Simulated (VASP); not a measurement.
# MgSi2N (R-3m) in VASP: relaxation of cell and atoms with PBE

Aim: the relaxation of cell and atoms of MgSi2N with PBE.

All numbers are computed with VASP 6.6.1; they aren't measurements. Logs are shortened: lines on timing, memory, paths and dates and some standing lists are left out, and cuts for length are marked.

## (1) The cell of the first run

Symmetry: R-3m, No. 166, trigonal system. The conventional cell has a = 4.271 Å, b = 4.271 Å, c = 11.608 Å, α = 90.00°, β = 90.00°, γ = 120.00°. Within 2.6 Å of Mg (site symmetry -3m) lie 2 Si at 1.96 Å. Si (site symmetry 3m) has 1 Mg at 1.96 Å and 3 N at 2.47 Å and 3 Si at 2.47 Å within 2.6 Å. Within 3.3 Å of N (site symmetry -3m) lie 6 Si at 2.47 Å and 6 Mg at 3.13 Å.

The cell was generated, and may not be a known phase.

## (2) Relaxation of cell and atoms, PBE

The input, INCAR:

```
PREC = Accurate
ENCUT = 840
EDIFF = 1E-7
ISMEAR = 0
SIGMA = 0.1
LREAL = F
LASPH = T
NELM = 120
ALGO = Normal
ISIF = 3
LWAVE = F
LCHARG = F
GGA = PE
IBRION = 2
NSW = 90
EDIFFG = -0.04
GGA_COMPAT = F
NELMIN = 4
```

The input, KPOINTS:

```
Automatic mesh
0
Gamma
  6 6 6
```

The input, POSCAR:

```
MgSi2N
1.0
    2.1352834800      1.2328064900      3.8693127000
   -2.1352834800      1.2328064900      3.8693127000
    0.0000000000     -2.4656129900      3.8693127000
Mg Si N
1 2 1
Direct
    0.5000000000      0.5000000000      0.5000000000
    0.3310909800      0.3310909800      0.3310909800
    0.6689090200      0.6689090200      0.6689090200
    0.0000000000      0.0000000000      0.0000000000
```

Potentials or basis: VASP PAW PBE potentials, release 64 (Mg_sv, Si, N).

Command:

```bash
$ cat potpaw_PBE.64/Mg_sv/POTCAR potpaw_PBE.64/Si/POTCAR potpaw_PBE.64/N/POTCAR > POTCAR
$ mpirun -np 1 vasp_std > vasp.out
```

OUTCAR:

```text
PREC = Accurate
   ENCUT = 840
   EDIFF = 1E-7
   ISMEAR = 0
   LREAL = F
   LASPH = T
   NELM = 120
   ISIF = 3
   GGA = PE
   IBRION = 2
   NSW = 90
   EDIFFG = -0.04
   NELMIN = 4

 ion  position               nearest neighbor table
   1  0.500  0.500  0.500-   2 1.96   3 1.96
   2  0.331  0.331  0.331-   1 1.96   3 2.47   3 2.47   3 2.47
   3  0.669  0.669  0.669-   1 1.96   2 2.47   2 2.47   2 2.47
   4  0.000  0.000  0.000-

  LATTYP: Found a trigonal (rhomboedric) cell.
 ALAT       =     4.5881181493
 COS(alpha) =     0.5668165156

  Lattice vectors:

 A1 = (   2.1352834800,   1.2328064900,   3.8693127000)
 A2 = (  -2.1352834800,   1.2328064900,   3.8693127000)
 A3 = (   0.0000000000,  -2.4656129900,   3.8693127000)

Analysis of symmetry for initial positions (statically):
=====================================================================
 Subroutine PRICEL returns:
 Original cell was already a primitive cell.

 Routine SETGRP: Setting up the symmetry group for a
 trigonal (rhombohedral) supercell.

 Subroutine GETGRP returns: Found 12 space group operations
 (whereof 12 operations were pure point group operations)
 out of a pool of 12 trial point group operations.

The static configuration has the point symmetry D_3d.

Analysis of symmetry for dynamics (positions and initial velocities):
=====================================================================
 Subroutine PRICEL returns:
 Original cell was already a primitive cell.

 Routine SETGRP: Setting up the symmetry group for a
 trigonal (rhombohedral) supercell.

 Subroutine GETGRP returns: Found 12 space group operations
 (whereof 12 operations were pure point group operations)
 out of a pool of 12 trial point group operations.

The dynamic configuration has the point symmetry D_3d.

 Subroutine INISYM returns: Found 12 space group operations
 (whereof 12 operations are pure point group operations),
 and found     1 'primitive' translations

----------------------------------------------------------------------------------------

                                     Primitive cell

  volume of cell :      61.1133

  direct lattice vectors                    reciprocal lattice vectors
     2.135283480  1.232806490  3.869312700     0.234160946  0.135192885  0.086147944
    -2.135283480  1.232806490  3.869312700    -0.234160946  0.135192885  0.086147944
     0.000000000 -2.465612990  3.869312700     0.000000000 -0.270385770  0.086147944

  length of vectors
     4.588118149  4.588118149  4.588118153     0.283777965  0.283777965  0.283777964

  position of ions in fractional coordinates (direct lattice)
     0.500000000  0.500000000  0.500000000
     0.331090980  0.331090980  0.331090980
     0.668909020  0.668909020  0.668909020
     0.000000000  0.000000000  0.000000000

  ion indices of the primitive-cell ions
   primitive index   ion index
                 1           1
                 2           2
                 3           3
                 4           4

----------------------------------------------------------------------------------------

 KPOINTS: Automatic mesh

Automatic generation of k-mesh.
 Grid dimensions read from file:
 generate k-points for:    6    6    6

 Generating k-lattice:

  Cartesian coordinates                     Fractional coordinates (reciprocal lattice)
     0.039026824  0.022532148  0.014357991     0.166666667  0.000000000 -0.000000000
    -0.039026824  0.022532148  0.014357991     0.000000000  0.166666667 -0.000000000
     0.000000000 -0.045064295  0.014357991    -0.000000000 -0.000000000  0.166666667

  Length of vectors
     0.047296327  0.047296327  0.047296327

  Shift w.r.t. Gamma in fractional coordinates (k-lattice)
     0.000000000  0.000000000  0.000000000

 Subroutine IBZKPT returns following result:
 ===========================================

 Found     32 irreducible k-points:

 Following reciprocal coordinates:
            Coordinates               Weight
  0.000000  0.000000  0.000000      1.000000
  0.166667 -0.000000  0.000000      6.000000
  0.333333 -0.000000  0.000000      6.000000
  0.500000 -0.000000  0.000000      3.000000
  0.166667  0.166667  0.000000      6.000000
  0.333333  0.166667  0.000000     12.000000
[... 16 lines left out ...]
  0.500000  0.500000  0.166667      6.000000
 -0.333333  0.500000  0.166667     12.000000
 [... further k-points ...]
   k-points           NKPTS =     32   k-points in BZ     NKDIM =     32   number of bands    NBANDS=     15
   number of dos      NEDOS =    301   number of ions     NIONS =      4
   total plane-waves  NPLWV = 110592
   dimension x,y,z NGX =    48 NGY =   48 NGZ =   48
   dimension x,y,z NGXF=    96 NGYF=   96 NGZF=   96
   ions per type =               1   2   1
   NGX,Y,Z   is equivalent  to a cutoff of  17.39, 17.39, 17.39 a.u.
   NGXF,Y,Z  is equivalent  to a cutoff of  34.78, 34.78, 34.78 a.u.
 SYSTEM =  unknown system
   PREC   = accura    normal or accurate (medium, high low for compatibility)
   ISTART =      0    job   : 0-new  1-cont  2-samecut
   ICHARG =      2    charge: 1-file 2-atom 10-const
   ISPIN  =      1    spin polarized calculation?
   LNONCOLLINEAR =      F non collinear calculations
   LSORBIT =      F    spin-orbit coupling
   LASPH  =      T    aspherical Exc in radial PAW
   ENCUT  =  840.0 eV  61.74 Ry    7.86 a.u.  10.84 10.84 10.84*2*pi/ulx,y,z
   NELM   =    120;   NELMIN=  4; NELMDL= -5     # of ELM steps
   EDIFF  = 0.1E-06   stopping-criterion for ELM
   LREAL  =      F    real-space projection
   EDIFFG = -.4E-01   stopping-criterion for IOM
   NSW    =     90    number of steps for IOM
   IBRION =      2    ionic relax: 0-MD 1-quasi-New 2-CG
   NFREE  =      1    steps in history (QN), initial steepest desc. (CG)
   ISIF   =      3    stress and relaxation
   ISYM   =      2    0-nonsym 1-usesym 2-fastsym
   POTIM  = 0.5000    time-step for ionic-motion
   TEBEG  =    0.0;   TEEND  =   0.0 temperature during run
   PSTRESS=    0.0 pullay stress
   NELECT =      23.0000    total number of electrons
   NUPDOWN=      -1.0000    fix difference up-down
   EMIN   =  10.00;   EMAX   =-10.00  energy-range for DOS
   EFERMI =   0.00;   METHOD = LEGACY
   ISMEAR =     0;   SIGMA  =   0.10  broadening in eV -4-tet -1-fermi 0-gaus
   EFERMI_NEDOS =   21; number of points for ismear=-14 and -15
   IALGO  =     38    algorithm
   IMIX   =      4    mixing-type and parameters
     AMIX     =   0.40;   BMIX     =  1.00
     AMIX_MAG =   1.60;   BMIX_MAG =  1.00
  volume/ion in A,a.u.               =      15.28       103.10
  Fermi-wavevector in a.u.,A,eV,Ry     =   1.181968  2.233595 19.007986  1.397048
  Thomas-Fermi vector in A             =   2.318231
   LORBIT       =      0    0 simple, 1 ext, 2 COOP (PROOUT), +10 PAW based schemes
   GGA     = PE    functional components
   LHFCALC =     F    Hartree Fock is set to
   AEXX    =    0.0000 exact exchange contribution
   IVDW    =     0    specifies the selected vdW correction
   LEPSILON=     F    determine dielectric tensor
   LRPA    =     F    only Hartree local field effects (RPA)
 conjugate gradient relaxation of ions
 non-spin polarized calculation
 Gauss-broadening in eV      SIGMA  =   0.10
  energy-cutoff  :      840.00
  volume of cell :       61.11
 maximum number of plane-waves:      3394
 NGX is ok and might be reduce to    48
   NGX = 21   NGY = 21   NGZ = 21

--------------------------------------- Ionic step        1  -------------------------------------------

 number of electron      22.9999999 magnetization

 Free energy of the ion-electron system (eV)
  ---------------------------------------------------
  ext. energy  EPLUGINS =         0.00000000
  ---------------------------------------------------
  free energy    TOTEN  =       -12.28339393 eV

  energy without entropy =      -12.27309879  energy(sigma->0) =      -12.27824636

------------------------ aborting loop because EDIFF is reached ----------------------------------------

  FORCE on cell =-STRESS in cart. coord.  units (eV):
  Direction    XX          YY          ZZ          XY          YZ          ZX
  --------------------------------------------------------------------------------------
  -------------------------------------------------------------------------------------
  Total       -4.4560209     -4.4560209     35.7489539      0.0000000     -0.0000000      0.0000000
  in kB     -116.8213634   -116.8213636    937.2131819      0.0000000     -0.0000008      0.0000000
  external PRESSURE =     234.5234850 kB  Pullay stress =       0.0000000 kB
[... 965 lines left out ...]
      1     -72.0690      2.00000
      2     -38.8396      2.00000
      3     -38.8392      2.00000
      4     -38.8175      2.00000
      5      -9.2472      2.00000
      6      -4.7137      2.00000
      7      -2.7778      2.00000
      8       0.1809      2.00000
      9       1.4688      2.00000
     10       2.4511      2.00000
     11       3.8074      2.00000
     12       4.3130      0.81813
     13       5.9165      0.00000
     14       7.3793      0.00000
     15       8.7699      0.00000

 [... further k-points ...]

[... ionic steps 4 to 16 ...]

--------------------------------------- Ionic step       17  -------------------------------------------

 number of electron      22.9999999 magnetization

------------------------ aborting loop because EDIFF is reached ----------------------------------------

  FORCE on cell =-STRESS in cart. coord.  units (eV):
  Direction    XX          YY          ZZ          XY          YZ          ZX
  --------------------------------------------------------------------------------------
  -------------------------------------------------------------------------------------
  Total       -0.2944308     -0.2944308     -0.3000130      0.0000000      0.0000000      0.0000000
  in kB       -7.7391614     -7.7391614     -7.8858914      0.0000000      0.0000000      0.0000000
  external PRESSURE =      -7.7880714 kB  Pullay stress =       0.0000000 kB
[... 61 lines left out ...]
  energy  without entropy=      -17.8007867117  energy(sigma->0) =      -17.80381471

--------------------------------------- Ionic step       19  -------------------------------------------

 number of electron      23.0000002 magnetization

 Free energy of the ion-electron system (eV)
  ---------------------------------------------------
  ext. energy  EPLUGINS =         0.00000000
  ---------------------------------------------------
  free energy    TOTEN  =       -17.80797159 eV

  energy without entropy =      -17.80197332  energy(sigma->0) =      -17.80497246

 E-fermi :   6.5568     XC(G=0): -10.2120

 val. band max:        6.4657143211   @ k =   0.0000   0.0000   0.0000
 cond. band min:       6.5772791775   @ k =   0.1667  -0.0000   0.0000
 fundamental gap:      0.1115648564
 Fermi energy:         6.5567561868

 k-point     1 :       0.0000    0.0000    0.0000
  band No.  band energies     occupation
      1     -69.7679      2.00000
      2     -36.5369      2.00000
      3     -36.5369      2.00000
      4     -36.5255      2.00000
      5     -10.5447      2.00000
      6      -1.1027      2.00000
      7      -0.8040      2.00000
      8       1.6793      2.00000
      9       1.6793      2.00000
     10       3.0147      2.00000
     11       6.3105      1.99950
     12       6.3105      1.99950
[... 448 lines left out ...]
  FREE ENERGIE OF THE ION-ELECTRON SYSTEM (eV)
  ---------------------------------------------------
  free  energy   TOTEN  =       -17.8079715876 eV

  energy  without entropy=      -17.8019733243  energy(sigma->0) =      -17.80497246

 reached required accuracy - stopping structural energy minimisation
```

Run time: 20 min. Hardware: 1 thread of Intel Xeon Platinum 8488C (Sapphire Rapids), shared host; peak memory 0.39 GiB.

What came out:

```
Free energy                           : -17.8080 eV
Relaxed volume                        : 15.10 Å³/atom
Relaxed cell                          : a = 5.756 Å, b = 5.756 Å, c = 5.756 Å, α = 36.50°, β = 36.50°, γ = 36.50°
Space group after relaxing (to 0.1 Å) : R-3m (No. 166)
Energy gained by relaxing             : 1381.1 meV/atom
Ionic steps                           : 19
Pressure after relaxing               : 0.0 GPa
Largest force after relaxing          : 0.016 eV/Å
Band gap on the k mesh                : zero (an odd number of electrons rules out a gap without spin polarisation)
```

Forces in eV/Å, atoms in the order of the input:
```
Mg   0.000  0.000  0.000
Si   0.000  0.000  0.016
Si   0.000  0.000 -0.016
N    0.000  0.000  0.000
```

The path:
| step | energy change (eV) | largest force (eV/Å) | pressure (GPa) | volume (Å³) |
| --- | --- | --- | --- | --- |
| 1 | 0.0000 | 9.2707 | 23.45 | 61.11 |
| 2 | -4.5152 | 0.1092 | -13.43 | 78.31 |
| 3 | -4.6227 | 0.3754 | -8.88 | 71.13 |
| 4 | -4.6383 | 0.2581 | -9.85 | 72.19 |
| 5 | -5.1887 | 0.8569 | -2.23 | 62.68 |
| 6 | -5.2265 | 1.0640 | 1.16 | 60.36 |
| 7 | -5.2272 | 1.1036 | 1.85 | 59.95 |
| 8 | -5.3383 | 0.7181 | 1.92 | 59.27 |
| 9 | -5.4466 | 0.2918 | 2.58 | 58.14 |
| 10 | -5.1852 | 1.3547 | 6.34 | 55.73 |
| 11 | -5.4576 | 0.2383 | 2.89 | 57.62 |
| 12 | -5.4600 | 0.0766 | 2.71 | 57.78 |
| 13 | -5.4924 | 0.2831 | -1.13 | 60.51 |
| 14 | -5.4924 | 0.2819 | -1.10 | 60.50 |
| 15 | -5.5203 | 0.1341 | -0.88 | 60.83 |
| 16 | -5.5231 | 0.0748 | -0.78 | 60.94 |
| 17 | -5.5231 | 0.0682 | -0.78 | 60.95 |
| 18 | -5.5234 | 0.0321 | 0.74 | 59.94 |
| 19 | -5.5246 | 0.0158 | 0.02 | 60.41 |

Final structure:
```cif
data_structure
_symmetry_space_group_name_H-M 'P 1'
_symmetry_Int_Tables_number 1
_cell_length_a 5.7560
_cell_length_b 5.7560
_cell_length_c 5.7560
_cell_angle_alpha 36.503
_cell_angle_beta 36.503
_cell_angle_gamma 36.503
_cell_volume 60.41
loop_
_atom_site_label
_atom_site_type_symbol
_atom_site_fract_x
_atom_site_fract_y
_atom_site_fract_z
_atom_site_occupancy
Mg1 Mg 0.50000 0.50000 0.50000 1
Si1 Si 0.28836 0.28836 0.28836 1
Si2 Si 0.71164 0.71164 0.71164 1
N1 N 0.00000 0.00000 0.00000 1
```

Levels at points of the mesh, in eV from the Fermi level:
```tsv
k point	band 8	band 9	band 10	band 11	band 12	band 13	band 14	band 15
(0.00, 0.00, 0.00)	-4.88	-4.88	-3.54	-0.25	-0.25	-0.09	3.13	5.05
(0.50, 0.00, 0.00)	-5.82	-5.02	-3.18	-2.09	0.10	0.66	2.03	3.03
(0.50, 0.50, 0.00)	-5.53	-5.46	-3.99	-1.88	1.68	1.80	3.16	3.21
(0.50, 0.50, 0.50)	-4.89	-4.89	-2.03	-0.52	-0.22	-0.22	2.83	3.87
```

Caveat: a cell axis changed by over 15 % at a fixed basis, so the end point is rough; an odd number of electrons without spin polarisation forces a metal; a magnetic or distorted state may lie lower.

The gap in the log of VASP goes by the Fermi energy; the results here count the filled bands.